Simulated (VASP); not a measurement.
# Al (Fm-3m) in VASP: a series of runs

Al is run at these levels: PBEsol; tasks: single point, relaxation of cell and atoms.

All numbers are computed with VASP 6.6.1; they aren't measurements. Logs are shortened: lines on timing, memory, paths and dates and some standing lists are left out, and cuts for length are marked.

**1. The cell of the first run**

Symmetry: Fm-3m, No. 225, cubic system. Conventional cell: a = 4.014 Å, b = 4.014 Å, c = 4.014 Å, α = 90.00°, β = 90.00°, γ = 90.00°. Al (site symmetry m-3m) has 12 Al at 2.84 Å within 3.7 Å.

**2. Single point, PBEsol**

INCAR

```
ALGO     = Normal         # electronic algorithm
EDIFF    = 1E-6           # SCF threshold, eV
ENCUT    = 520            # plane-wave cutoff, eV
GGA      = PS             # functional
ISIF     = 2              # what is computed and relaxed
ISMEAR   = 0              # smearing method
LASPH    = T              # aspherical terms in the spheres
LCHARG   = F              # write CHGCAR
LREAL    = F              # projectors in reciprocal space
LWAVE    = F              # write WAVECAR
NBANDS   = 8              # bands
NELM     = 80             # most SCF steps
PREC     = Accurate       # precision mode
SIGMA    = 0.1            # smearing width, eV
```

KPOINTS

```
k-points
0
Gamma
  34 34 34
```

POSCAR

```
Al
1.0
    0.0000000000      2.0071312814      2.0071312814
    2.0071312814      0.0000000000      2.0071312814
    2.0071312814      2.0071312814      0.0000000000
Al
1
Direct
    0.0000000000      0.0000000000      0.0000000000
```

Potentials or basis: VASP PAW PBE potentials, release 64 (Al).

The run is started by

```
> cat potpaw_PBE.64/Al/POTCAR > POTCAR
> mpirun -np 1 vasp_std > vasp.out
```

OUTCAR:

```text
EDIFF = 1E-6
   ENCUT = 520
   GGA = PS
   ISIF = 2
   ISMEAR = 0
   LASPH = T
   LREAL = F
   NELM = 80
   PREC = Accurate

 ion  position               nearest neighbor table
   1  0.000  0.000  0.000-

  LATTYP: Found a face centered cubic cell.
 ALAT       =     4.0142625628

  Lattice vectors:

 A1 = (   0.0000000000,   2.0071312814,   2.0071312814)
 A2 = (   2.0071312814,   0.0000000000,   2.0071312814)
 A3 = (   2.0071312814,   2.0071312814,   0.0000000000)

Analysis of symmetry for initial positions (statically):
=====================================================================
 Subroutine PRICEL returns:
 Original cell was already a primitive cell.

 Routine SETGRP: Setting up the symmetry group for a
 face centered cubic supercell.

 Subroutine GETGRP returns: Found 48 space group operations
 (whereof 48 operations were pure point group operations)
 out of a pool of 48 trial point group operations.

The static configuration has the point symmetry O_h .

Analysis of symmetry for dynamics (positions and initial velocities):
=====================================================================
 Subroutine PRICEL returns:
 Original cell was already a primitive cell.

 Routine SETGRP: Setting up the symmetry group for a
 face centered cubic supercell.

 Subroutine GETGRP returns: Found 48 space group operations
 (whereof 48 operations were pure point group operations)
 out of a pool of 48 trial point group operations.

The dynamic configuration has the point symmetry O_h .

 Subroutine INISYM returns: Found 48 space group operations
 (whereof 48 operations are pure point group operations),
 and found     1 'primitive' translations

----------------------------------------------------------------------------------------

                                     Primitive cell

  volume of cell :      16.1718

  direct lattice vectors                    reciprocal lattice vectors
     0.000000000  2.007131281  2.007131281    -0.249111757  0.249111757  0.249111757
     2.007131281  0.000000000  2.007131281     0.249111757 -0.249111757  0.249111757
     2.007131281  2.007131281  0.000000000     0.249111757  0.249111757 -0.249111757

  length of vectors
     2.838512280  2.838512280  2.838512280     0.431474220  0.431474220  0.431474220

  position of ions in fractional coordinates (direct lattice)
     0.000000000  0.000000000  0.000000000

  ion indices of the primitive-cell ions
   primitive index   ion index
                 1           1

----------------------------------------------------------------------------------------

 KPOINTS: k-points

Automatic generation of k-mesh.
 Grid dimensions read from file:
 generate k-points for:   34   34   34

 Generating k-lattice:

  Cartesian coordinates                     Fractional coordinates (reciprocal lattice)
    -0.007326816  0.007326816  0.007326816     0.029411765  0.000000000  0.000000000
     0.007326816 -0.007326816  0.007326816     0.000000000  0.029411765  0.000000000
     0.007326816  0.007326816 -0.007326816     0.000000000  0.000000000  0.029411765

  Length of vectors
     0.012690418  0.012690418  0.012690418

  Shift w.r.t. Gamma in fractional coordinates (k-lattice)
     0.000000000  0.000000000  0.000000000

 Subroutine IBZKPT returns following result:
 ===========================================

 Found   1059 irreducible k-points:

 Following reciprocal coordinates:
            Coordinates               Weight
  0.000000  0.000000  0.000000      1.000000
  0.029412  0.000000  0.000000      8.000000
  0.058824  0.000000  0.000000      8.000000
  0.088235  0.000000  0.000000      8.000000
  0.117647  0.000000  0.000000      8.000000
  0.147059  0.000000  0.000000      8.000000
[... 16 lines left out ...]
  0.147059  0.029412  0.000000     24.000000
  0.176471  0.029412  0.000000     24.000000
 [... further k-points ...]
   k-points           NKPTS =   1059   k-points in BZ     NKDIM =   1059   number of bands    NBANDS=      8
   number of dos      NEDOS =    301   number of ions     NIONS =      1
   total plane-waves  NPLWV =  13824
   dimension x,y,z NGX =    24 NGY =   24 NGZ =   24
   dimension x,y,z NGXF=    48 NGYF=   48 NGZF=   48
   ions per type =               1
   NGX,Y,Z   is equivalent  to a cutoff of  14.06, 14.06, 14.06 a.u.
   NGXF,Y,Z  is equivalent  to a cutoff of  28.11, 28.11, 28.11 a.u.
 SYSTEM =  unknown system
   PREC   = accura    normal or accurate (medium, high low for compatibility)
   ISTART =      0    job   : 0-new  1-cont  2-samecut
   ICHARG =      2    charge: 1-file 2-atom 10-const
   ISPIN  =      1    spin polarized calculation?
   LNONCOLLINEAR =      F non collinear calculations
   LSORBIT =      F    spin-orbit coupling
   LASPH  =      T    aspherical Exc in radial PAW
   ENCUT  =  520.0 eV  38.22 Ry    6.18 a.u.   5.28  5.28  5.28*2*pi/ulx,y,z
   NELM   =     80;   NELMIN=  2; NELMDL= -5     # of ELM steps
   EDIFF  = 0.1E-05   stopping-criterion for ELM
   LREAL  =      F    real-space projection
   EDIFFG = 0.1E-04   stopping-criterion for IOM
   NSW    =      0    number of steps for IOM
   IBRION =     -1    ionic relax: 0-MD 1-quasi-New 2-CG
   NFREE  =      0    steps in history (QN), initial steepest desc. (CG)
   ISIF   =      2    stress and relaxation
   ISYM   =      2    0-nonsym 1-usesym 2-fastsym
   POTIM  = 0.5000    time-step for ionic-motion
   TEBEG  =    0.0;   TEEND  =   0.0 temperature during run
   PSTRESS=    0.0 pullay stress
   NELECT =       3.0000    total number of electrons
   NUPDOWN=      -1.0000    fix difference up-down
   EMIN   =  10.00;   EMAX   =-10.00  energy-range for DOS
   EFERMI =   0.00;   METHOD = LEGACY
   ISMEAR =     0;   SIGMA  =   0.10  broadening in eV -4-tet -1-fermi 0-gaus
   EFERMI_NEDOS =   21; number of points for ismear=-14 and -15
   IALGO  =     38    algorithm
   IMIX   =      4    mixing-type and parameters
     AMIX     =   0.40;   BMIX     =  1.00
     AMIX_MAG =   1.60;   BMIX_MAG =  1.00
  volume/ion in A,a.u.               =      16.17       109.13
  Fermi-wavevector in a.u.,A,eV,Ry     =   0.933676  1.764392 11.860888  0.871751
  Thomas-Fermi vector in A             =   2.060402
   LORBIT       =      0    0 simple, 1 ext, 2 COOP (PROOUT), +10 PAW based schemes
   GGA     = PS    functional components
   LHFCALC =     F    Hartree Fock is set to
   AEXX    =    0.0000 exact exchange contribution
   IVDW    =     0    specifies the selected vdW correction
   LEPSILON=     F    determine dielectric tensor
   LRPA    =     F    only Hartree local field effects (RPA)
 non-spin polarized calculation
 Gauss-broadening in eV      SIGMA  =   0.10
  energy-cutoff  :      520.00
  volume of cell :       16.17
 maximum number of plane-waves:       448
 NGX is ok and might be reduce to    24
   NGX = 11   NGY = 11   NGZ = 11

 number of electron       3.0000000 magnetization

 Free energy of the ion-electron system (eV)
  ---------------------------------------------------
  ext. energy  EPLUGINS =         0.00000000
  ---------------------------------------------------
  free energy    TOTEN  =        -4.09288129 eV

  energy without entropy =       -4.09068035  energy(sigma->0) =       -4.09178082

 E-fermi :   8.1769     XC(G=0): -10.3304

 val. band max:        8.1744960335   @ k =   0.3824   0.0882   0.0000
 cond. band min:       8.1791017733   @ k =  -0.3235   0.4412   0.1471
 fundamental gap:      0.0046057398
 Fermi energy:         8.1768740124

 k-point     1 :       0.0000    0.0000    0.0000
  band No.  band energies     occupation
      1      -3.1087      2.00000
      2      20.8668      0.00000
      3      20.8668      0.00000
      4      20.8668      0.00000
      5      22.5114      0.00000
      6      22.5114      0.00000
      7      22.5114      0.00000
      8      24.7915      0.00000

 k-point     2 :       0.0294    0.0000    0.0000
  band No.  band energies     occupation
      1      -3.0849      2.00000
      2      20.3034      0.00000
      3      20.7705      0.00000
      4      20.7705      0.00000
      5      22.6453      0.00000
      6      22.6453      0.00000
      7      22.8027      0.00000
      8      25.0464      0.00000

 k-point     3 :       0.0588    0.0000    0.0000
  band No.  band energies     occupation
      1      -3.0135      2.00000
      2      19.2395      0.00000
      3      20.5458      0.00000
      4      20.5458      0.00000
      5      22.9815      0.00000
      6      22.9815      0.00000
      7      23.0758      0.00000
      8      25.7874      0.00000

 k-point     4 :       0.0882    0.0000    0.0000
  band No.  band energies     occupation
      1      -2.8944      2.00000
      2      18.0629      0.00000
      3      20.2807      0.00000
      4      20.2807      0.00000
      5      23.1377      0.00000
      6      23.4264      0.00000
      7      23.4264      0.00000
      8      26.6709      0.00000

 k-point     5 :       0.1176    0.0000    0.0000
  band No.  band energies     occupation
      1      -2.7279      2.00000
      2      16.8603      0.00000
      3      20.0187      0.00000
      4      20.0187      0.00000
      5      23.0931      0.00000
      6      23.9166      0.00000
      7      23.9166      0.00000
      8      26.1072      0.00000
[... 177 lines left out ...]
 k-point    22 :       0.1176    0.0294    0.0000
  band No.  band energies     occupation
      1      -2.7676      2.00000
      2      17.2678      0.00000
      3      19.5515      0.00000
      4      20.3685      0.00000
      5      23.1289      0.00000
      6      23.4109      0.00000
      7      24.3201      0.00000
      8      25.5809      0.00000

 k-point    23 :       0.1471    0.0294    0.0000
  band No.  band energies     occupation
      1      -2.5696      2.00000
      2      16.0698      0.00000
      3      19.2863      0.00000
      4      20.1620      0.00000
      5      23.2824      0.00000
      6      23.6329      0.00000
      7      24.7932      0.00000
      8      25.0031      0.00000

 k-point    24 :       0.1765    0.0294    0.0000
  band No.  band energies     occupation
      1      -2.3245      2.00000
      2      14.8831      0.00000
      3      19.0553      0.00000
      4      19.9637      0.00000
      5      23.1934      0.00000
      6      23.7900      0.00000
      7      24.7909      0.00000
      8      24.9746      0.00000

 [... further k-points ...]
[... 5 lines left out ...]
  --------------------------------------------------------------------------------------
  -------------------------------------------------------------------------------------
  Total        0.0059447      0.0059447      0.0059447      0.0000000     -0.0000000     -0.0000000
  in kB        0.5889574      0.5889574      0.5889574      0.0000000     -0.0000000     -0.0000000
  external PRESSURE =       0.5889574 kB  Pullay stress =       0.0000000 kB

 VOLUME and BASIS-vectors are now :
 -----------------------------------------------------------------------------
  energy-cutoff  :      520.00
  volume of cell :       16.17
      direct lattice vectors                 reciprocal lattice vectors
     0.000000000  2.007131281  2.007131281    -0.249111757  0.249111757  0.249111757
     2.007131281  0.000000000  2.007131281     0.249111757 -0.249111757  0.249111757
     2.007131281  2.007131281  0.000000000     0.249111757  0.249111757 -0.249111757

 POSITION                                       TOTAL-FORCE (eV/Angst)
 -----------------------------------------------------------------------------------
      0.00000      0.00000      0.00000         0.000000      0.000000      0.000000
 -----------------------------------------------------------------------------------
    total drift:                               -0.000000      0.000000      0.000000

  FREE ENERGIE OF THE ION-ELECTRON SYSTEM (eV)
  ---------------------------------------------------
  free  energy   TOTEN  =        -4.0928812918 eV

  energy  without entropy=       -4.0906803457  energy(sigma->0) =       -4.09178082
```

It took 2.1 min on 1 thread of Intel Xeon 8259CL, shared host; peak memory 0.23 GiB.

What came out:

```
Free energy            : -4.0929 eV
Pressure               : 0.1 GPa
Band gap on the k mesh : zero (an odd number of electrons rules out a gap without spin polarisation)
```

Caveat: the PAW data sets were made with another functional, which shifts forces and pressure a little.

**3. Relaxation of cell and atoms, PBEsol**

This run uses another cell than the first one, of 16.61 Å³/atom.

INCAR

```
SYSTEM = Al
PREC     = Accurate       ! precision mode
ENCUT    = 600            ! plane-wave cutoff, eV
EDIFF    = 1E-7           ! SCF threshold, eV
ISMEAR   = 0              ! smearing method
SIGMA    = 0.1            ! smearing width, eV
LREAL    = .FALSE.        ! projectors in reciprocal space
LASPH    = .TRUE.         ! aspherical terms in the spheres
NELM     = 80             ! most SCF steps
ALGO     = Fast           ! electronic algorithm
ISIF     = 3              ! what is computed and relaxed
LWAVE    = .FALSE.        ! write WAVECAR
LCHARG   = .FALSE.        ! write CHGCAR
GGA      = PS             ! functional
IBRION   = 2              ! ionic algorithm
NSW      = 80             ! ionic steps
EDIFFG   = -0.003         ! ionic threshold
```

KPOINTS

```
Automatic mesh
0
G
  34 34 34
  0 0 0
```

POSCAR

```
Al
1.0
    0.0000000000      2.0250000000      2.0250000000
    2.0250000000      0.0000000000      2.0250000000
    2.0250000000      2.0250000000      0.0000000000
Al
1
Direct
    0.0000000000      0.0000000000      0.0000000000
```

Potentials or basis: VASP PAW PBE potentials, release 64 (Al).

The run is started by

```
> cat potpaw_PBE.64/Al/POTCAR > POTCAR
> mpirun -np 1 vasp_std > vasp.out
```

Wall time 3.3 min (1 thread of Intel Xeon 8259CL, shared host); peak memory 0.24 GiB.

Results (log left out):

| Item | Value |
| --- | --- |
| Free energy | -4.0930 eV |
| Relaxed volume | 16.18 Å³/atom |
| Relaxed cell | a = 2.839 Å, b = 2.839 Å, c = 2.839 Å, α = 60.00°, β = 60.00°, γ = 60.00° |
| Space group after relaxing (to 0.1 Å) | Fm-3m (No. 225) |
| Energy gained by relaxing | 2.7 meV/atom |
| Ionic steps | 3 |
| Pressure after relaxing | 0.0 GPa |
| Band gap on the k mesh | zero (an odd number of electrons rules out a gap without spin polarisation) |

Step by step:
```
step  energy change (eV)  largest force (eV/Å)  pressure (GPa)  volume (Å³)
   1              0.0000                0.0000           -2.00        16.61
   2             -0.0026                0.0000            0.36        16.11
   3             -0.0027                0.0000            0.00        16.18
```

Final structure:
```
CELL_PARAMETERS angstrom
0.00000 2.00761 2.00761
2.00761 0.00000 2.00761
2.00761 2.00761 0.00000
ATOMIC_POSITIONS crystal
Al 0.00000 0.00000 0.00000
```

Levels at points of the mesh, in eV from the Fermi level:
```tsv
k point	band 1	band 2	band 3	band 4	band 5
(0.00, 0.00, 0.00)	-11.28	12.69	12.69	12.69	14.32
(0.50, 0.00, 0.00)	-4.69	-4.42	11.51	11.51	11.59
(0.50, 0.50, 0.00)	-2.98	-1.63	5.24	5.66	5.66
```

Caveat: the PAW data sets were made with another functional, which shifts forces and pressure a little.
